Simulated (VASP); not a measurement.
**Sb: single point with LDA**

Crystal: Sb.

```
CELL_PARAMETERS angstrom
-1.59487 1.55125 2.72767
1.54722 -1.56493 2.70791
1.61542 1.58547 -2.73561
ATOMIC_POSITIONS crystal
Sb 0.00000 0.00000 0.00000
```

- Program: VASP 6.6.1
- Task: single point
- Functional: LDA
- Potentials or basis: VASP PAW LDA potentials, release 64 (Sb)
- Cutoff: 520 eV
- k mesh: 6 × 6 × 7
- Occupations: fermi-dirac, width 0.05 eV
- Spin: no spin polarisation

| Item | Value |
| --- | --- |
| Pressure | -2.5 GPa |

Stress tensor (GPa, compression positive):
```
-3.67  2.15  0.24
 2.15 -1.78 -0.10
 0.24 -0.10 -1.99
```

Levels at points of the mesh, in eV from the Fermi level:
```tsv
k point	band 1	band 2	band 3	band 4	band 5	band 6
(0.00, 0.00, 0.00)	-12.95	4.52	5.27	5.49	9.17	10.38
(0.50, 0.00, 0.00)	-9.08	-5.74	1.68	5.22	6.07	9.85
(0.00, 0.50, 0.00)	-9.11	-5.73	1.52	5.33	5.89	9.97
(0.50, 0.50, 0.00)	-6.63	-4.28	-1.12	0.51	3.43	4.38
```

Run time: 29 s on 1 thread of AMD EPYC 7R13 (shared host), peak memory 0.13 GiB.

Caveat: the k points lie up to 0.40 Å⁻¹ apart; spin-orbit coupling is left out, which moves the levels of the heavy elements.
